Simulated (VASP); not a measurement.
A run of VASP 6.6.1 is set up as follows.

The input INCAR:

```
SYSTEM = SnSe
PREC = Accurate
ENCUT = 600
EDIFF = 1E-7
ISMEAR = -1
SIGMA = 0.05
LREAL = .FALSE.
LASPH = .TRUE.
NELM = 100
ALGO = Normal
ISIF = 3
LWAVE = .FALSE.
LCHARG = .FALSE.
GGA = PE
IBRION = 2
NSW = 60
EDIFFG = -0.005
PSTRESS = 41.0
```

The input KPOINTS:

```
regular mesh
0
G
  11 11 11
  0 0 0
```

POSCAR

```
SnSe
1.0
    0.0000000000      3.1184456718      3.1184456718
    3.1184456718      0.0000000000      3.1184456718
    3.1184456718      3.1184456718      0.0000000000
Sn Se
1 1
Direct
    0.0000000000      0.0000000000      0.0000000000
    0.2500000000      0.2500000000      0.2500000000
```

Potentials or basis: VASP PAW PBE potentials, release 64 (Sn_d, Se).

Launch:

```bash
$ cat potpaw_PBE.64/Sn_d/POTCAR potpaw_PBE.64/Se/POTCAR > POTCAR
$ mpirun -np 1 vasp_std > vasp.out
```

**Question.** Predict the relaxed cell.

**Answer.** a = 4.616 Å, b = 4.616 Å, c = 4.616 Å, α = 60.00°, β = 60.00°, γ = 60.00°.

**Question.** What does it give for the space group after relaxing (to 0.05 Å)?

**Answer.** F-43m (No. 216).

**Question.** Predict the relaxed volume.

**Answer.** 34.78 Å³/atom.

**Question.** Predict the band gap on the k mesh.

**Answer.** Zero (band 10 reaches 3.86 eV, above the bottom of band 11 at 3.63 eV).

The path:
```
step  energy change (eV)  largest force (eV/Å)  pressure (GPa)  volume (Å³)
   1              0.0000                0.0000           11.36        60.65
   2             -0.4871                0.0000            1.93        73.54
   3             -0.4130                0.0000            4.12        69.57
```

Caveat: the cell is relaxed towards a set pressure, so the enthalpy falls and the energy may rise; spin-orbit coupling is left out, which moves the levels of the heavy elements.
